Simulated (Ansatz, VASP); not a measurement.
Two plane-wave programs on YHSe

INCAR

```
PREC = Accurate ; ENCUT = 520
EDIFF = 1E-6 ; ISMEAR = 0
SIGMA = 0.05 ; LREAL = F
LASPH = T ; NELM = 60
ALGO = Normal ; ISIF = 2
LWAVE = F ; LCHARG = T
GGA = CA ; LELF = T
LVHAR = T ; NBANDS = 16
```

Contents of KPOINTS:

```
regular mesh
0
Gamma
  9 9 8
```

Contents of POSCAR:

```
YHSe
1.0
    4.1482058427      0.0000000000      0.0000000000
   -2.0741029213      3.5924516399      0.0000000000
    0.0000000000      0.0000000000      3.6023055952
Y H Se
1 1 1
Direct
    0.0000000000      0.0000000000      0.0000000000
    0.3333333333      0.6666666667      0.0000000000
    0.6666666667      0.3333333333      0.5000000000
```

Input for Ansatz:

```yaml
crystal:
  lattice:
    - [4.1482058427, 0.0, 0.0]
    - [-2.0741029213, 3.5924516399, 0.0]
    - [0.0, 0.0, 3.6023055952]
  atoms:
    - { symbol: "Y", position: [0.0, 0.0, 0.0] }
    - { symbol: H, position: [0.3333333333, 0.6666666667, 0.0] }
    - { symbol: Se, position: [0.6666666667, 0.3333333333, 0.5] }
basis:
  ecutwfc: 420
kpoints:
  mp_grid: { grid: [9, 9, 8] }
hamiltonian:
  xc: lda
scf:
  occupations: { method: gaussian, width: 0.05 }
output:
  forces: true
  stress: true
  eigenvalues: true
```

Change from the starting cell: strain +0.080 along x and y, -0.080 along z, atoms carried along.

Alike in both runs: task single point; functional LDA; k mesh 9 × 9 × 8; occupations gaussian, width 0.05 eV; no spin polarisation.

|  | VASP | Ansatz |
| --- | --- | --- |
| version | VASP 6.6.1 | Ansatz 0.2.0 |
| potentials or method | VASP PAW LDA potentials, release 64 (Y_sv, H, Se), cutoff 520 eV | scalar-relativistic, plane waves, PAW |
| valence electrons in the cell | 18 | 28 |

VASP gave:

| Property | Result |
| --- | --- |
| gap on the k mesh at the Fermi level (eV) | 0.07 |
| least direct gap on the mesh (eV) | 0.98 |
| pressure (GPa) | -9.5 |
| traceless stress, the component that is largest in VASP (GPa) | 12.98 |

Q: What did Ansatz give for the same quantities?

A: gap on the k mesh at the Fermi level (eV): 0.07; least direct gap on the mesh (eV): 0.99; pressure (GPa): -9.6; traceless stress, the component that is largest in VASP (GPa): 12.99.

LDA's correlation is that of Perdew and Zunger in VASP and of Perdew and Wang (1992) in Ansatz. VASP's potentials hold 18 valence electrons a cell and Ansatz's 28, so a difference there can come from the potentials and not from the codes.
